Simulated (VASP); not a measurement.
Crystal: SrO.

```xyz
2
Lattice="0.0000 2.5807 2.5807 2.5807 0.0000 2.5807 2.5807 2.5807 0.0000" Properties=species:S:1:pos:R:3 pbc="T T T"
Sr    0.0000    0.0000    0.0000
O     2.5807    2.5807    2.5807
```

```yaml
Program: VASP 6.6.1
Task: relaxation of cell and atoms
Functional: LDA
Potentials_or_basis: VASP PAW LDA potentials, release 64 (Sr_sv, O)
Cutoff: 600 eV
k_mesh: 6 × 6 × 6
Occupations: gaussian, width 0.02 eV
Spin: no spin polarisation
```

At the start: pressure -4.7 GPa; volume 17.19 Å³/atom.

Task: How do energy, volume and symmetry change on relaxing?

Result: Over 3 steps the energy falls by 12.9 meV/atom and the volume is 16.34 Å³/atom (-4.9 %); space group Fm-3m (No. 225, to 0.1 Å) before and after.

The path:
```tsv
step	energy change (eV)	largest force (eV/Å)	pressure (GPa)	volume (Å³)
1	0.0000	0.0000	-4.67	34.37
2	-0.0200	0.0000	2.53	31.94
3	-0.0258	0.0000	0.00	32.69
```

Final structure:
```cif
data_structure
_symmetry_space_group_name_H-M 'P 1'
_symmetry_Int_Tables_number 1
_cell_length_a 3.5889
_cell_length_b 3.5889
_cell_length_c 3.5889
_cell_angle_alpha 60.000
_cell_angle_beta 60.000
_cell_angle_gamma 60.000
_cell_volume 32.69
loop_
_atom_site_label
_atom_site_type_symbol
_atom_site_fract_x
_atom_site_fract_y
_atom_site_fract_z
_atom_site_occupancy
Sr1 Sr 0.00000 0.00000 0.00000 1
O1 O 0.50000 0.50000 0.50000 1
```
